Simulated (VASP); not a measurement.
Al, 1 atom in the cell. It takes space group Fmmm (No. 69, orthorhombic). The conventional cell has a = 3.189 Å, b = 4.298 Å, c = 4.721 Å, α = 90.00°, β = 90.00°, γ = 90.00°. Within 3.5 Å of Al (site symmetry mmm) lie 14 Al at 2.68 to 3.19 Å.  This cell differs from its parent crystal: strain +0.0937 x Voigt [0, 0, 0, 0, 0, 1].

```yaml
Program: VASP 6.6.1
Task: single point
Functional: r2SCAN
Potentials_or_basis: VASP PAW PBE potentials, release 64 (Al)
Cutoff: 520 eV
k_mesh: 26 × 26 × 26
Occupations: gaussian, width 0.15 eV
Spin: no spin polarisation
Dipole_correction: no
Further_INCAR_settings: ALGO = Normal; EDIFF = 1e-06; NBANDS = 8
```

Potentials or basis: VASP PAW PBE potentials, release 64 (Al).

The run is started by

```console
$ cat potpaw_PBE.64/Al/POTCAR > POTCAR
$ cp INCAR.step1 INCAR
$ mpirun -np 1 vasp_std > vasp.out
$ cp INCAR.step2 INCAR
$ mpirun -np 1 vasp_std > vasp.out
```

Hardware: 1 thread of Intel(R) Xeon(R) Platinum 8375C CPU @ 2.90GHz (Ice Lake), with other jobs on the host.

Question: Estimate the wall time of this run.

Answer: It took 7.9 min on 1 thread of Intel(R) Xeon(R) Platinum 8375C CPU @ 2.90GHz (Ice Lake), on a shared host, peak memory 0.36 GiB. Counts: k points 2471.
